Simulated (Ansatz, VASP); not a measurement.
# MgS in VASP and in Ansatz

```xyz
2
Lattice="0.0000 2.6017 2.6017 2.6017 0.0000 2.6017 2.6017 2.6017 0.0000" Properties=species:S:1:pos:R:3 pbc="T T T"
Mg    0.0000    0.0000    0.0000
S     2.6017    2.6017    2.6017
```

Alike in both runs: task single point; functional LDA; k mesh 8 × 8 × 8; occupations gaussian, width 0.05 eV; no spin polarisation.

```csv
,VASP,Ansatz
version,VASP 6.6.1,Ansatz 0.2.0
potentials or method,"VASP PAW LDA potentials, release 64 (Mg, S), cutoff 600 eV","scalar-relativistic, plane waves, PAW"
valence electrons in the cell,8,16
```

```csv
,VASP,Ansatz,Ansatz less VASP
gap on the k mesh at the Fermi level (eV),2.56,2.56,+0.002
least direct gap on the mesh (eV),3.49,3.48,-0.011
pressure (GPa),-3.8,-3.3,+0.55
```

LDA's correlation is that of Perdew and Zunger in VASP and of Perdew and Wang (1992) in Ansatz. VASP's potentials hold 8 valence electrons a cell and Ansatz's 16, so a difference there can come from the potentials and not from the codes.
